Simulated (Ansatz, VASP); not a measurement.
**Two plane-wave programs on MgO**

```
Mg O
1.0
     2.00086   -1.99904    0.00000
     2.00086    1.99904    0.00000
     0.00000    0.00000    4.47285
Mg O
1 1
Direct
  0.50000 0.50000 0.00000
  0.00000 0.00000 0.00000
```

Alike in both runs: functional PBE; k mesh 8 × 8 × 4; occupations gaussian, width 0.1 eV; no spin polarisation.

Ansatz relaxed the structure, and its values are those at the end. VASP's run is a single point on that final structure, the one shown.

|  | VASP | Ansatz |
| --- | --- | --- |
| version | VASP 6.6.1 | Ansatz 0.2.0 |
| potentials or method | VASP PAW PBE potentials, release 64 (Mg, O), cutoff 520 eV | scalar-relativistic, plane waves, PAW |
| valence electrons in the cell | 8 | 16 |

VASP gave:

```
gap on the k mesh at the Fermi level (eV) : 2.09
least direct gap on the mesh (eV)         : 2.37
pressure (GPa)                            : -0.2
```

Q: Estimate Ansatz's values.

A: gap on the k mesh at the Fermi level (eV): 2.10; least direct gap on the mesh (eV): 2.38; pressure (GPa): 0.1.

VASP's potentials hold 8 valence electrons a cell and Ansatz's 16, so a difference there can come from the potentials and not from the codes.
